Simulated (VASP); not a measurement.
# MgO (MgO (Fm-3m)) (Fm-3m) in VASP: single point with PBE

Aim: the single point of MgO (MgO (Fm-3m)) with PBE.

Program: VASP 6.6.1. These are calculated values, not measurements. Logs are shortened: lines on timing, memory, paths and dates and some standing lists are left out, and cuts for length are marked.

### Step 1. The cell of the first run

It takes space group Fm-3m (No. 225, cubic). Conventional cell: a = 4.254 Å, b = 4.254 Å, c = 4.254 Å, α = 90.00°, β = 90.00°, γ = 90.00°. Mg (site symmetry m-3m) has 6 O at 2.13 Å within 2.8 Å. Within 2.8 Å of O (site symmetry m-3m) lie 6 Mg at 2.13 Å.

### Step 2. Single point, PBE

INCAR reads:

```
SYSTEM = MgO
ALGO     = Normal         ! electronic algorithm
EDIFF    = 1E-6           ! SCF threshold, eV
ENCUT    = 520            ! plane-wave cutoff, eV
GGA      = PE             ! functional
ISIF     = 2              ! what is computed and relaxed
ISMEAR   = -1             ! smearing method
LASPH    = .TRUE.         ! aspherical terms in the spheres
LCHARG   = .FALSE.        ! write CHGCAR
LREAL    = Auto         
LUSENCCL = .FALSE.      
LWAVE    = .FALSE.        ! write WAVECAR
NBANDS   = 546            ! bands
NELM     = 100            ! most SCF steps
PREC     = Accurate       ! precision mode
SIGMA    = 0.01           ! smearing width, eV
```

KPOINTS reads:

```
k-points
0
G
  1 1 1
  0 0 0
```

POSCAR reads:

```
MgO
1.0
   12.7631436908      0.0000000000      0.0000000000
    0.0000000000     12.7631436908      0.0000000000
    0.0000000000      0.0000000000     12.7631436908
Mg O
108 108
Direct
    0.0000000000      0.0000000000      0.0000000000
    0.0000000000      0.1666666667      0.1666666667
    0.1666666667      0.0000000000      0.1666666667
    0.1666666667      0.1666666667      0.0000000000
    0.0000000000      0.0000000000      0.3333333333
    0.0000000000      0.1666666667      0.5000000000
[... 208 lines left out ...]
    0.8333333333      0.6666666667      0.6666666667
    0.8333333333      0.8333333333      0.8333333333
```

Potentials or basis: VASP PAW PBE potentials, release 64 (Mg, O).

The run is started by

```bash
$ cat potpaw_PBE.64/Mg/POTCAR potpaw_PBE.64/O/POTCAR > POTCAR
$ mpirun -np 1 vasp_gam > vasp.out
```

OUTCAR:

```text
SYSTEM = MgO
   EDIFF = 1E-6
   ENCUT = 520
   GGA = PE
   ISIF = 2
   ISMEAR = -1
   LASPH = .TRUE.
   LREAL = Auto
   NELM = 100
   PREC = Accurate

 ion  position               nearest neighbor table
   1  0.000  0.000  0.000- 109 2.13 110 2.13 111 2.13 117 2.13 134 2.13 183 2.13  28 3.01  34 3.01
                            75 3.01  76 3.01  83 3.01 100 3.01   2 3.01   3 3.01   4 3.01  10 3.01
   2  0.000  0.167  0.167- 114 2.13 121 2.13 112 2.13 109 2.13 110 2.13 184 2.13  17 3.01   8 3.01
                            13 3.01  15 3.01   5 3.01  80 3.01  87 3.01  75 3.01  76 3.01   4 3.01
   3  0.167  0.000  0.167- 115 2.13 145 2.13 112 2.13 109 2.13 136 2.13 111 2.13  41 3.01   8 3.01
                            32 3.01  37 3.01  38 3.01   5 3.01  62 3.01   1 3.01   2 3.01  26 3.01
   4  0.167  0.167  0.000- 123 2.13 146 2.13 112 2.13 120 2.13 110 2.13 111 2.13  49 3.01  15 3.01
                            23 3.01  37 3.01  38 3.01  46 3.01  13 3.01  10 3.01  11 3.01   1 3.01
   5  0.000  0.000  0.333- 109 2.13 113 2.13 114 2.13 115 2.13 138 2.13 187 2.13  26 3.01  75 3.01
                             2 3.01   3 3.01  80 3.01 104 3.01   8 3.01   6 3.01  30 3.01  32 3.01
   6  0.000  0.167  0.500- 125 2.13 114 2.13 116 2.13 118 2.13 113 2.13 188 2.13  21 3.01  91 3.01
                            17 3.01  19 3.01  84 3.01   9 3.01  12 3.01   5 3.01   7 3.01   8 3.01
   7  0.167  0.000  0.500- 149 2.13 115 2.13 116 2.13 119 2.13 140 2.13 113 2.13  45 3.01  66 3.01
                            41 3.01  42 3.01   8 3.01   9 3.01  12 3.01  30 3.01  32 3.01  36 3.01
   8  0.167  0.167  0.333- 112 2.13 127 2.13 150 2.13 116 2.13 114 2.13 115 2.13  15 3.01  38 3.01
                            53 3.01  17 3.01  19 3.01   3 3.01  41 3.01  42 3.01   2 3.01   6 3.01
   9  0.000  0.000  0.667- 117 2.13 113 2.13 118 2.13 119 2.13 142 2.13 191 2.13  34 3.01  83 3.01
                            10 3.01  11 3.01  84 3.01 108 3.01  12 3.01  30 3.01   6 3.01  36 3.01
  10  0.000  0.167  0.833- 118 2.13 129 2.13 110 2.13 120 2.13 117 2.13 192 2.13  21 3.01  12 3.01
                            13 3.01   9 3.01  23 3.01  84 3.01  95 3.01  76 3.01  83 3.01   1 3.01
  11  0.167  0.000  0.833- 119 2.13 153 2.13 111 2.13 120 2.13 144 2.13 117 2.13  45 3.01  12 3.01
                            36 3.01  37 3.01   9 3.01  46 3.01  70 3.01  10 3.01   4 3.01  28 3.01
  12  0.167  0.167  0.667- 120 2.13 131 2.13 154 2.13 116 2.13 118 2.13 119 2.13  23 3.01  46 3.01
                            57 3.01  21 3.01  10 3.01  42 3.01  45 3.01  11 3.01  19 3.01   6 3.01
  13  0.000  0.333  0.000- 110 2.13 121 2.13 122 2.13 123 2.13 129 2.13 195 2.13  10 3.01  76 3.01
                             2 3.01   4 3.01  88 3.01  95 3.01  15 3.01  16 3.01  22 3.01  23 3.01
  14  0.000  0.500  0.167- 126 2.13 122 2.13 124 2.13 121 2.13 133 2.13 196 2.13  29 3.01  92 3.01
                            17 3.01  20 3.01  13 3.01  99 3.01  15 3.01  25 3.01  27 3.01  16 3.01
  15  0.167  0.333  0.167- 112 2.13 127 2.13 157 2.13 124 2.13 121 2.13 123 2.13   8 3.01  38 3.01
                            53 3.01  17 3.01  20 3.01   4 3.01  49 3.01  50 3.01   2 3.01  13 3.01
  16  0.167  0.500  0.000- 158 2.13 123 2.13 124 2.13 132 2.13 135 2.13 122 2.13  58 3.01  61 3.01
                            49 3.01  50 3.01  15 3.01  22 3.01  23 3.01  25 3.01  27 3.01  35 3.01
  17  0.000  0.333  0.333- 114 2.13 121 2.13 125 2.13 126 2.13 127 2.13 199 2.13   2 3.01   6 3.01
                             8 3.01  14 3.01  15 3.01  80 3.01  87 3.01  18 3.01  19 3.01  91 3.01
  18  0.000  0.500  0.500- 125 2.13 126 2.13 128 2.13 130 2.13 137 2.13 200 2.13  31 3.01  33 3.01
                            91 3.01  92 3.01  96 3.01 103 3.01  17 3.01  19 3.01  20 3.01  21 3.01
  19  0.167  0.333  0.500- 116 2.13 161 2.13 127 2.13 128 2.13 131 2.13 125 2.13  42 3.01   8 3.01
                            12 3.01   6 3.01  53 3.01  54 3.01  57 3.01  17 3.01  18 3.01  20 3.01
  20  0.167  0.500  0.333- 124 2.13 162 2.13 127 2.13 128 2.13 139 2.13 126 2.13  50 3.01  15 3.01
                            27 3.01  14 3.01  53 3.01  54 3.01  65 3.01  18 3.01  19 3.01  17 3.01
  21  0.000  0.333  0.667- 118 2.13 129 2.13 125 2.13 130 2.13 131 2.13 203 2.13  10 3.01   6 3.01
                            12 3.01  22 3.01  23 3.01  84 3.01  95 3.01  18 3.01  91 3.01  19 3.01
[... 280 lines left out ...]
 215  0.833  0.667  0.667- 105 2.13 107 2.13 108 2.13  33 2.13  96 2.13 103 2.13
 216  0.833  0.833  0.833- 106 2.13 107 2.13 108 2.13  34 2.13  83 2.13 100 2.13

  LATTYP: Found a simple cubic cell.
 ALAT       =    12.7631436908

  Lattice vectors:

 A1 = (  12.7631436908,   0.0000000000,   0.0000000000)
 A2 = (   0.0000000000,  12.7631436908,   0.0000000000)
 A3 = (   0.0000000000,   0.0000000000,  12.7631436908)

Analysis of symmetry for initial positions (statically):
=====================================================================
 Subroutine PRICEL returns following result:

  LATTYP: Found a face centered cubic cell.
 ALAT       =     4.2543812311

  Lattice vectors:

 A1 = (   2.1271906156,  -2.1271906156,   0.0000000000)
 A2 = (   2.1271906156,   0.0000000000,   2.1271906156)
 A3 = (   0.0000000000,  -2.1271906156,   2.1271906143)

 108 primitive cells build up your supercell.

 Routine SETGRP: Setting up the symmetry group for a
 simple cubic supercell.

 Subroutine GETGRP returns: Found 48 space group operations
 (whereof 48 operations were pure point group operations)
 out of a pool of 48 trial point group operations.

The static configuration has the point symmetry O_h .

Analysis of symmetry for dynamics (positions and initial velocities):
=====================================================================
 Subroutine PRICEL returns following result:

  LATTYP: Found a face centered cubic cell.
 ALAT       =     4.2543812311

  Lattice vectors:

 A1 = (   2.1271906156,  -2.1271906156,   0.0000000000)
 A2 = (   2.1271906156,   0.0000000000,   2.1271906156)
 A3 = (   0.0000000000,  -2.1271906156,   2.1271906143)

 108 primitive cells build up your supercell.

 Routine SETGRP: Setting up the symmetry group for a
 simple cubic supercell.

 Subroutine GETGRP returns: Found 48 space group operations
 (whereof 48 operations were pure point group operations)
 out of a pool of 48 trial point group operations.

The dynamic configuration has the point symmetry O_h .

 Subroutine INISYM returns: Found 48 space group operations
 (whereof 48 operations are pure point group operations),
 and found   108 'primitive' translations

----------------------------------------------------------------------------------------

                                     Primitive cell

  volume of cell :      19.2508

  direct lattice vectors                    reciprocal lattice vectors
     2.127190616 -2.127190616  0.000000000     0.235051808 -0.235051808 -0.235051808
     2.127190616  0.000000000  2.127190616     0.235051808  0.235051808  0.235051808
     0.000000000 -2.127190616  2.127190614    -0.235051808 -0.235051808  0.235051808

  length of vectors
     3.008301818  3.008301818  3.008301817     0.407121674  0.407121674  0.407121674

  position of ions in fractional coordinates (direct lattice)
     0.000000000  0.000000000  0.000000000
     0.500000000  0.500000000  0.500000000

  ion indices of the primitive-cell ions
   primitive index   ion index
                 1           1
                 2         109
   k-points           NKPTS =      1   k-points in BZ     NKDIM =      1   number of bands    NBANDS=    546
   number of dos      NEDOS =    301   number of ions     NIONS =    216
   total plane-waves  NPLWV = 884736
   dimension x,y,z NGX =    96 NGY =   96 NGZ =   96
   dimension x,y,z NGXF=   192 NGYF=  192 NGZF=  192
   ions per type =             108 108
   NGX,Y,Z   is equivalent  to a cutoff of  12.50, 12.50, 12.50 a.u.
   NGXF,Y,Z  is equivalent  to a cutoff of  25.01, 25.01, 25.01 a.u.
 SYSTEM =  MgO
   PREC   = accura    normal or accurate (medium, high low for compatibility)
   ISTART =      0    job   : 0-new  1-cont  2-samecut
   ICHARG =      2    charge: 1-file 2-atom 10-const
   ISPIN  =      1    spin polarized calculation?
   LNONCOLLINEAR =      F non collinear calculations
   LSORBIT =      F    spin-orbit coupling
   LASPH  =      T    aspherical Exc in radial PAW
   ENCUT  =  520.0 eV  38.22 Ry    6.18 a.u.  23.73 23.73 23.73*2*pi/ulx,y,z
   NELM   =    100;   NELMIN=  2; NELMDL= -5     # of ELM steps
   EDIFF  = 0.1E-05   stopping-criterion for ELM
   LREAL  =      T    real-space projection
   EDIFFG = 0.1E-04   stopping-criterion for IOM
   NSW    =      0    number of steps for IOM
   IBRION =     -1    ionic relax: 0-MD 1-quasi-New 2-CG
   NFREE  =      0    steps in history (QN), initial steepest desc. (CG)
   ISIF   =      2    stress and relaxation
   ISYM   =      2    0-nonsym 1-usesym 2-fastsym
   POTIM  = 0.5000    time-step for ionic-motion
   TEBEG  =    0.0;   TEEND  =   0.0 temperature during run
   PSTRESS=    0.0 pullay stress
   NELECT =     864.0000    total number of electrons
   NUPDOWN=      -1.0000    fix difference up-down
   EMIN   =  10.00;   EMAX   =-10.00  energy-range for DOS
   EFERMI =   0.00;   METHOD = LEGACY
   ISMEAR =    -1;   SIGMA  =   0.01  broadening in eV -4-tet -1-fermi 0-gaus
   EFERMI_NEDOS =   21; number of points for ismear=-14 and -15
   IALGO  =     38    algorithm
   IMIX   =      4    mixing-type and parameters
     AMIX     =   0.40;   BMIX     =  1.00
     AMIX_MAG =   1.60;   BMIX_MAG =  1.00
  volume/ion in A,a.u.               =       9.63        64.96
  Fermi-wavevector in a.u.,A,eV,Ry     =   1.221673  2.308628 20.306500  1.492486
  Thomas-Fermi vector in A             =   2.356847
   LORBIT       =      0    0 simple, 1 ext, 2 COOP (PROOUT), +10 PAW based schemes
   GGA     = PE    functional components
   LHFCALC =     F    Hartree Fock is set to
   AEXX    =    0.0000 exact exchange contribution
   IVDW    =     0    specifies the selected vdW correction
   LEPSILON=     F    determine dielectric tensor
   LRPA    =     F    only Hartree local field effects (RPA)
 non-spin polarized calculation
  energy-cutoff  :      520.00
  volume of cell :     2079.09
 maximum number of plane-waves:     28010
 NGX is ok and might be reduce to    96
   NGX = 47   NGY = 47   NGZ = 47

 number of electron     863.9999351 magnetization

 Free energy of the ion-electron system (eV)
  ---------------------------------------------------
  ext. energy  EPLUGINS =         0.00000000
  ---------------------------------------------------
  free energy    TOTEN  =     -1286.44751701 eV

  energy without entropy =    -1286.44751701  energy(sigma->0) =    -1286.44751701

 E-fermi :   3.2634     XC(G=0): -10.9371

 val. band max:        2.9667329222   @ k =   0.0000   0.0000   0.0000
 cond. band min:       7.4059608376   @ k =   0.0000   0.0000   0.0000
 fundamental gap:      4.4392279154
 Fermi energy:         3.2634353649

 k-point     1 :       0.0000    0.0000    0.0000
  band No.  band energies     occupation
      1     -14.1460      2.00000
      2     -13.7955      2.00000
      3     -13.7955      2.00000
      4     -13.7955      2.00000
      5     -13.7955      2.00000
      6     -13.7955      2.00000
[... 436 lines left out ...]
    443      10.3634      0.00000
    444      10.3634      0.00000
 [bands above 444 left out]

------------------------ aborting loop because EDIFF is reached ----------------------------------------

  FORCE on cell =-STRESS in cart. coord.  units (eV):
  Direction    XX          YY          ZZ          XY          YZ          ZX
  --------------------------------------------------------------------------------------
  -------------------------------------------------------------------------------------
  Total      -10.9590196    -10.9590196    -10.9590196     -0.0000000      0.0000000      0.0000000
  in kB       -8.4451877     -8.4451877     -8.4451877     -0.0000000      0.0000000      0.0000000
  external PRESSURE =      -8.4451877 kB  Pullay stress =       0.0000000 kB

 VOLUME and BASIS-vectors are now :
 -----------------------------------------------------------------------------
  energy-cutoff  :      520.00
  volume of cell :     2079.09
      direct lattice vectors                 reciprocal lattice vectors
    12.763143691  0.000000000  0.000000000     0.078350603  0.000000000  0.000000000
     0.000000000 12.763143691  0.000000000     0.000000000  0.078350603  0.000000000
     0.000000000  0.000000000 12.763143691     0.000000000  0.000000000  0.078350603

 POSITION                                       TOTAL-FORCE (eV/Angst)
 -----------------------------------------------------------------------------------
      0.00000      0.00000      0.00000        -0.000000      0.000000     -0.000000
      0.00000      2.12719      2.12719        -0.000000      0.000000      0.000000
      2.12719      0.00000      2.12719         0.000000      0.000000     -0.000000
      2.12719      2.12719      0.00000        -0.000000      0.000000      0.000000
      0.00000      0.00000      4.25438        -0.000000      0.000000      0.000000
      0.00000      2.12719      6.38157        -0.000000      0.000000      0.000000
[... 208 lines left out ...]
     10.63595      8.50876      8.50876        -0.000000      0.000000      0.000000
     10.63595     10.63595     10.63595        -0.000000      0.000000     -0.000000
 -----------------------------------------------------------------------------------
    total drift:                                0.000000      0.000000     -0.000000

  FREE ENERGIE OF THE ION-ELECTRON SYSTEM (eV)
  ---------------------------------------------------
  free  energy   TOTEN  =     -1286.4475170115 eV

  energy  without entropy=    -1286.4475170115  energy(sigma->0) =    -1286.44751701
```

Wall time 4 min (1 × NVIDIA H100 80GB with 1 thread of Intel Xeon Platinum 8481C at 2.70GHz (Sapphire Rapids), shared host); peak memory 2.1 GiB.

Results:

* Free energy: -1286.4475 eV
* Pressure: -0.8 GPa
* Band gap on the k mesh: 4.44 eV

Levels at points of the mesh, in eV from the valence-band top:
| k point | band 430 | band 431 | band 432 | band 433 | band 434 | band 435 |
| --- | --- | --- | --- | --- | --- | --- |
| (0.00, 0.00, 0.00) | 0.00 | 0.00 | 0.00 | 4.44 | 6.34 | 6.34 |

Caveat: the k points lie up to 0.49 Å⁻¹ apart. As with any semilocal functional, this PBE gap is likely too small.
